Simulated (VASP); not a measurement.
A run of VASP 6.6.1:

File INCAR:

```
SYSTEM = CsH
  ALGO = Normal
  EDIFF = 1E-7
  ENCUT = 520
  GGA = CA
  ISIF = 2
  ISMEAR = 0
  LASPH = .True.
  LCHARG = .False.
  LREAL = .False.
  LWAVE = .False.
  NBANDS = 12
  NELM = 100
  PREC = Accurate
  SIGMA = 0.05
```

KPOINTS

```
k-points
0
Gamma
  8 8 8
  0 0 0
```

The input POSCAR:

```
CsH
1.0
    3.9459043617      0.7465224468      0.7465224468
    0.7465224468      3.9459043617      0.7465224468
    0.7465224468      0.7465224468      3.9459043617
Cs H
1 1
Direct
    0.0000000000      0.0000000000      0.0000000000
    0.5000000000      0.5000000000      0.5000000000
```

Potentials or basis: VASP PAW LDA potentials, release 64 (Cs_sv, H).

Launch:

```sh
$ cat potpaw_LDA.64/Cs_sv/POTCAR potpaw_LDA.64/H/POTCAR > POTCAR
$ mpirun -np 1 vasp_std > vasp.out
```

Hardware: 1 thread of AMD EPYC 9R45 96-Core Processor (Zen 5), with other jobs on the host.

**Question.** Estimate the wall time of this run.

**Answer.** It took 16 s on 1 thread of AMD EPYC 9R45 96-Core Processor (Zen 5), on a shared host, peak memory 0.14 GiB. Counts: scf iterations 13, k points 65.
